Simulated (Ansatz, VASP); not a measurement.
**Two plane-wave programs on Rb2Ir**

```
Rb Ir
1.0
     0.00000    4.59774    4.59774
     4.59774    0.00000    4.59774
     4.59774    4.59774    0.00000
Rb Ir
4 2
Direct
  0.62500 0.62500 0.62500
  0.12500 0.62500 0.62500
  0.62500 0.62500 0.12500
  0.62500 0.12500 0.62500
  0.00000 0.00000 0.00000
  0.25000 0.25000 0.25000
```

Alike in both runs: functional PBE; k mesh 8 × 8 × 8; occupations gaussian, width 0.1 eV; no spin polarisation.

Ansatz relaxed the structure, and its values are those at the end. VASP's run is a single point on that final structure, the one shown.

|  | VASP | Ansatz |
| --- | --- | --- |
| version | VASP 6.6.1 | Ansatz 0.2.0 |
| potentials or method | VASP PAW PBE potentials, release 64 (Rb_sv, Ir), cutoff 520 eV | scalar-relativistic, plane waves, PAW |
| valence electrons in the cell | 54 | 70 |

|  | VASP | Ansatz | Ansatz less VASP |
| --- | --- | --- | --- |
| gap on the k mesh at the Fermi level (eV) | none | none | - |
| pressure (GPa) | 0.1 | 0.0 | -0.09 |

A gap of «none» marks a metal or a gap that the smearing closes. With one functional, cell and mesh, what is left measures potentials, basis and numerics. VASP's potentials hold 54 valence electrons a cell and Ansatz's 70, so a difference there can come from the potentials and not from the codes.

Spin-orbit coupling is off throughout.
